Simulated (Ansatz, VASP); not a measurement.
**MoS2 in VASP and in Ansatz**

Contents of INCAR:

```
PREC = Accurate
ENCUT = 520
EDIFF = 1E-6
ISMEAR = -1
SIGMA = 0.05
LREAL = F
LASPH = T
NELM = 60
ALGO = Normal
ISIF = 2
LWAVE = F
LCHARG = F
GGA = PS
NBANDS = 20
```

File KPOINTS:

```
regular mesh
0
Gamma
  10 10 10
```

Contents of POSCAR:

```
MoS2
1.0
    1.5855000000      0.9153888518      6.1149966667
   -1.5855000000      0.9153888518      6.1149966667
    0.0000000000     -1.8307777036      6.1149966667
Mo S
1 2
Direct
    0.0052620000     -0.0115280000      0.0065370000
    0.2490960000      0.2571700000      0.2399380000
    0.7417570000      0.7326440000      0.7698040000
```

File input.yaml:

```yaml
crystal:
  lattice:
    - [1.5855, 0.9153888518, 6.1149966667]
    - [-1.5855, 0.9153888518, 6.1149966667]
    - [0.0, -1.8307777036, 6.1149966667]
  atoms:
    - { symbol: Mo, position: [0.005262, -0.011528, 0.006537] }
    - { symbol: S, position: [0.249096, 0.25717, 0.239938] }
    - { symbol: S, position: [0.741757, 0.732644, 0.769804] }
kpoints:
  mp_grid: { grid: [10, 10, 10] }
scf:
  occupations: { method: fermi_dirac, width: 0.05 }
hamiltonian:
  xc: pbesol
  pseudopotentials: { kind: all_electron, lapw: { basis_error: 0.001 } }
output:
  forces: true
  stress: true
  eigenvalues: true
  populations: true
```

Change from the starting cell: atoms moved at random, drawn with an rms of 0.05 Å.

Alike in both runs: task single point; functional PBEsol; k mesh 10 × 10 × 10; occupations fermi-dirac, width 0.05 eV; no spin polarisation.

```csv
,VASP,Ansatz
version,VASP 6.6.1,Ansatz 0.2.0
potentials or method,"VASP PAW PBE potentials, release 64 (Mo_sv, S), cutoff 520 eV","all-electron LAPW, scalar-relativistic"
```

|  | VASP | Ansatz | Ansatz less VASP |
| --- | --- | --- | --- |
| gap on the k mesh at the Fermi level (eV) | none | none | - |
| pressure (GPa) | 3.8 | 3.8 | +0.02 |
| traceless stress, the component that is largest in VASP (GPa) | 3.71 | 3.68 | -0.029 |
| rms of the force components (eV/Å) | 0.572 | 0.570 | -0.0017 |

VASP's potentials were made for PBE, not for PBEsol. Atom by atom the forces differ by 0.002 eV/Å (rms over components). A gap of «none» marks a metal or a gap that the smearing closes. Ansatz ran all-electron here, and VASP with PAW potentials.
